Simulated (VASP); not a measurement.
Here is a VASP 6.6.1 calculation.

File INCAR:

```
SYSTEM = CuO
PREC = Accurate
ENCUT = 520
EDIFF = 1E-6
ISMEAR = -1
SIGMA = 0.05
LREAL = .FALSE.
LASPH = .TRUE.
NELM = 100
ALGO = Normal
ISIF = 2
LWAVE = .FALSE.
LCHARG = .FALSE.
GGA = RP
NBANDS = 16
```

The input KPOINTS:

```
Automatic mesh
0
G
  11 11 11
  0 0 0
```

POSCAR

```
CuO
1.0
    0.0000000000      2.1165600000      2.1165600000
    2.1165600000      0.0000000000      2.1165600000
    2.1165600000      2.1165600000      0.0000000000
Cu O
1 1
Direct
    0.0294977200      0.0281008700      0.9080259900
    0.4705022800      0.4718991300      0.5919740100
```

Potentials or basis: VASP PAW PBE potentials, release 64 (Cu, O).

The run is started by

```bash
$ cat potpaw_PBE.64/Cu/POTCAR potpaw_PBE.64/O/POTCAR > POTCAR
$ mpirun -np 1 vasp_std > vasp.out
```

**Question.** Predict the largest force.

**Answer.** 1.127 eV/Å.

**Question.** Estimate the band gap on the k mesh.

**Answer.** Zero (an odd number of electrons rules out a gap without spin polarisation).

Forces on the atoms (eV/Å):
```
Cu   0.744  0.683 -0.500
O   -0.744 -0.683  0.500
```

Caveat: the PAW data sets were made with another functional, which shifts forces and pressure a little; an odd number of electrons without spin polarisation forces a metal; a magnetic or distorted state may lie lower; semilocal functionals often make such compounds metallic where correlation or magnetic order opens a gap, which also shifts bond lengths. With open d or f shells a metallic result of RPBE can be an artefact of self-interaction; +U or a hybrid may open a gap.
